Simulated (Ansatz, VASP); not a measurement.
## One calculation of Si2Ni, two programs

```xyz
3
Lattice="0.0000 2.7030 2.7030 2.7030 0.0000 2.7030 2.7030 2.7030 0.0000" Properties=species:S:1:pos:R:3 pbc="T T T"
Ni    0.0000    0.0000    0.0000
Si    4.0545    4.0545    4.0545
Si    1.3515    1.3515    1.3515
```

Alike in both runs: task single point; functional PBEsol; k mesh 7 × 7 × 7; occupations fermi-dirac, width 0.05 eV; collinear spin; fixed moment 0.2 μB.

```csv
,VASP,Ansatz
version,VASP 6.6.1,Ansatz 0.2.0
potentials or method,"VASP PAW PBE potentials, release 64 (Ni_sv_GW, Si)",Ansatz PAW
plane-wave cutoff (eV),690,420
valence electrons in the cell,26,26
```

|  | VASP | Ansatz | Ansatz less VASP |
| --- | --- | --- | --- |
| pressure (GPa) | -1.8 | -1.6 | +0.17 |
| net moment per atom (μB) | 0.07 | 0.07 | 0.000 |
| size of the moment on the site where the two differ most (μB) | 0.12 | 0.12 | 0.000 |

VASP's potentials were made for PBE, not for PBEsol. Site moments also hang on the region over which each program counts them.
